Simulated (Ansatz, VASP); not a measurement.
H6C2O in VASP and in Ansatz

```
CELL_PARAMETERS angstrom
7.34836 0.00000 0.00000
0.00000 7.34836 0.00000
0.00000 0.00000 7.34836
ATOMIC_POSITIONS crystal
O 0.89639 0.26816 0.76439
O 0.58797 0.47972 0.29762
O 0.92024 0.80696 0.93521
O 0.84935 0.04545 0.26219
C 0.95676 0.17566 0.64138
C 0.60354 0.36699 0.41733
C 0.79024 0.72665 0.99878
C 0.97755 0.05326 0.15618
C 0.43349 0.77287 0.65156
C 0.50023 0.13965 0.94236
C 0.21826 0.49268 0.06111
C 0.97991 0.65591 0.48133
H 0.00479 0.23772 0.51087
H 0.96999 0.02498 0.65071
H 0.60798 0.21872 0.38645
H 0.62091 0.40657 0.56317
H 0.73489 0.60236 0.93268
H 0.72214 0.77422 0.12541
H 0.97229 0.13857 0.03210
H 0.10873 0.98156 0.18587
H 0.55839 0.85287 0.63818
H 0.40173 0.70941 0.52061
H 0.32137 0.86098 0.69457
H 0.45129 0.66710 0.75511
H 0.40021 0.05786 0.01745
H 0.55569 0.24610 0.03094
H 0.43272 0.20199 0.82451
H 0.61134 0.05259 0.89596
H 0.22098 0.38965 0.16884
H 0.10958 0.46221 0.96396
H 0.35006 0.49066 0.99231
H 0.19626 0.62703 0.12129
H 0.07338 0.77012 0.46131
H 0.02275 0.54410 0.39286
H 0.84223 0.69886 0.44476
H 0.98450 0.61405 0.62429
```

Alike in both runs: functional PBE; dispersion D3(BJ); k mesh 1 × 1 × 1; occupations fermi-dirac, width 0.02 eV; no spin polarisation.

Ansatz relaxed the structure, and its values are those at the end. VASP's run is a single point on that final structure, the one shown.

|  | VASP | Ansatz |
| --- | --- | --- |
| version | VASP 6.6.1 | Ansatz 0.2.0 |
| potentials or method | VASP PAW PBE potentials, release 64 (O, C, H), cutoff 520 eV | scalar-relativistic, plane waves, PAW |
| valence electrons in the cell | 80 | 80 |

```tsv
	VASP	Ansatz	Ansatz less VASP
gap on the k mesh at the Fermi level (eV)	2.86	2.86	+0.005
rms of the force components (eV/Å)	0.127	0.064	-0.0626
```

One of these differences is far larger than is usual between the two programs; its cause wasn't traced. Ansatz's warnings: xc potential rough in thin density.

Noted on VASP's run: the standard files for N, O and F lose accuracy on very short bonds.
